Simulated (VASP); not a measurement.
Input of a VASP 6.6.1 run:

The input INCAR:

```
PREC = Accurate
ENCUT = 520
EDIFF = 1E-6
ISMEAR = 0
SIGMA = 0.1
LREAL = F
LASPH = T
NELM = 100
ALGO = Normal
ISIF = 2
LWAVE = F
LCHARG = F
GGA = PE
NBANDS = 18
```

File KPOINTS:

```
regular mesh
0
Gamma
  6 6 4
```

Contents of POSCAR:

```
NaBe5H
1.0
    4.7660616110      0.0000000000      0.0000000000
   -2.3830308055      4.1275304311      0.0000000000
    0.0000000000      0.0000000000      7.3335224282
Na Be H
1 5 1
Direct
    0.0000000000      0.0000000000      0.5000000000
    0.5000000000      0.0000000000      0.5000000000
    0.0000000000      0.5000000000      0.5000000000
    0.5000000000      0.5000000000      0.5000000000
    0.0000000000      0.0000000000      0.1932912781
    0.0000000000      0.0000000000      0.8067087219
    0.0000000000      0.0000000000      0.0000000000
```

Potentials or basis: VASP PAW PBE potentials, release 64 (Na_pv, Be, H).

Launch:

```bash
$ cat potpaw_PBE.64/Na_pv/POTCAR potpaw_PBE.64/Be/POTCAR potpaw_PBE.64/H/POTCAR > POTCAR
$ mpirun -np 1 vasp_std > vasp.out
```

Q: What does it give for the band gap on the k mesh?

A: Zero (bands 9 and 10 overlap by 0.90 eV).

Q: What does it give for the largest force?

A: 0.017 eV/Å.

Forces on the atoms (eV/Å):
```
Na   0.000  0.000  0.000
Be   0.000  0.000  0.000
Be   0.000  0.000  0.000
Be   0.000  0.000  0.000
Be   0.000  0.000 -0.017
Be   0.000  0.000  0.017
H    0.000  0.000  0.000
```
